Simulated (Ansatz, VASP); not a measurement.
# SrO: VASP beside Ansatz

INCAR

```
SYSTEM = SrO
PREC     = Accurate       ! precision mode
ENCUT    = 600            ! plane-wave cutoff, eV
EDIFF    = 1E-6           ! SCF threshold, eV
ISMEAR   = 0              ! smearing method
SIGMA    = 0.01           ! smearing width, eV
LREAL    = .False.        ! projectors in reciprocal space
LASPH    = .True.         ! aspherical terms in the spheres
NELM     = 120            ! most SCF steps
ALGO     = Normal         ! electronic algorithm
ISIF     = 2              ! what is computed and relaxed
LWAVE    = .False.        ! write WAVECAR
LCHARG   = .False.        ! write CHGCAR
GGA      = PS             ! functional
NBANDS   = 15             ! bands
GGA_COMPAT= .False.
```

The input KPOINTS:

```
regular mesh
0
Gamma
  6 6 6
  0 0 0
```

POSCAR

```
SrO
1.0
    0.0000000000      2.5357135872      2.5357135872
    2.5357135872      0.0000000000      2.5357135872
    2.5357135872      2.5357135872      0.0000000000
Sr O
1 1
Direct
    0.0000000000      0.0000000000      0.0000000000
    0.5000000000      0.5000000000      0.5000000000
```

Input for Ansatz:

```yaml
crystal:
  lattice:
    - [0.0, 2.5357135872, 2.5357135872]
    - [2.5357135872, 0.0, 2.5357135872]
    - [2.5357135872, 2.5357135872, 0.0]
  atoms:
    - { symbol: Sr, position: [0.0, 0.0, 0.0] }
    - { symbol: O, position: [0.5, 0.5, 0.5] }
basis:
  ecutwfc: 420
kpoints:
  mp_grid: { grid: [6, 6, 6] }
  band_path:
    path:
      - [0.0, 0.0, 0.0]
      - [0.0, 0.0, 0.0]
      - [0.0, 0.0, 0.0]
      - [0.0, 0.0, 0.0]
      - [0.0, 0.0, 0.0]
      - [0.0, 0.0, 0.0]
      - [0.0, 0.0, 0.0]
      - [0.0, 0.0, 0.0]
      - [0.0, 0.0, 0.0]
      - [0.0, 0.0, 0.0]
      - [0.0, 0.0, 0.0]
      - [0.0, 0.0, 0.0]
      - [0.0, 0.0, 0.0]
      - [0.0, 0.0, 0.0]
      - [0.0, 0.0, 0.0]
      - [0.0, 0.0, 0.0]
      - [0.0, 0.0, 0.0]
      - [0.0, 0.0, 0.0]
      - [0.0, 0.0, 0.0]
      - [0.0, 0.0, 0.0]
      - [0.0, 0.0, 0.0]
      - [0.0, 0.0, 0.0]
      - [0.0, 0.0, 0.0]
      - [0.0, 0.0, 0.0]
      - [0.0, 0.0, 0.0]
      - [0.0, 0.0, 0.0]
      - [0.3, 0.3, 0.0]
      - [0.3166666667, 0.3166666667, 0.0]
      - [0.3333333333, 0.3333333333, 0.0]
      - [0.35, 0.35, 0.0]
      - [0.3666666667, 0.3666666667, 0.0]
      - [0.3833333333, 0.3833333333, 0.0]
      - [0.4, 0.4, 0.0]
      - [0.4166666667, 0.4166666667, 0.0]
      - [0.4333333333, 0.4333333333, 0.0]
      - [0.45, 0.45, 0.0]
      - [0.4666666667, 0.4666666667, 0.0]
      - [0.4833333333, 0.4833333333, 0.0]
      - [0.5, 0.5, 0.0]
      - [0.5, 0.5, 0.5]
      - [0.5, 0.5, 0.5]
      - [0.5, 0.5, 0.5]
      - [0.5, 0.5, 0.5]
      - [0.5, 0.5, 0.5]
      - [0.5, 0.5, 0.5]
      - [0.5, 0.5, 0.5]
      - [0.5, 0.5, 0.5]
      - [0.5, 0.5, 0.5]
      - [0.5, 0.5, 0.5]
      - [0.5, 0.5, 0.5]
      - [0.5, 0.5, 0.5]
      - [0.5, 0.5, 0.5]
      - [0.5, 0.5, 0.5]
      - [0.5, 0.5, 0.5]
      - [0.5, 0.5, 0.5]
      - [0.5, 0.5, 0.5]
      - [0.5, 0.5, 0.5]
      - [0.5, 0.5, 0.5]
      - [0.5, 0.5, 0.5]
      - [0.5, 0.5, 0.5]
      - [0.5, 0.5, 0.5]
      - [0.5, 0.5, 0.5]
      - [0.5, 0.5, 0.5]
      - [0.5, 0.5, 0.5]
      - [0.5, 0.5, 0.5]
    npoints: 1
hamiltonian:
  xc: pbesol
  pseudopotentials: { kind: paw, azcp: { folder: soft_1 } }
scf:
  occupations: { method: fixed }
  n_extra_bands: 5
output:
  eigenvalues: true
```

Alike in both runs: task single point; functional PBEsol; k mesh 6 × 6 × 6; no spin polarisation.

```csv
,VASP,Ansatz
version,VASP 6.6.1,Ansatz 0.2.0
potentials or method,"VASP PAW PBE potentials, release 64 (Sr_sv, O), cutoff 600 eV","scalar-relativistic, plane waves, PAW"
occupations,"gaussian, width 0.01 eV",fixed
valence electrons in the cell,16,16
```

Ansatz gave:

```
gap on the k mesh at the Fermi level (eV) : 3.17
least direct gap on the mesh (eV)         : 3.22
```

Problem. Estimate VASP's values.

Solution. gap on the k mesh at the Fermi level (eV): 3.12; least direct gap on the mesh (eV): 3.18.

VASP's potentials were made for PBE, not for PBEsol, and Ansatz warns of the same on its side.
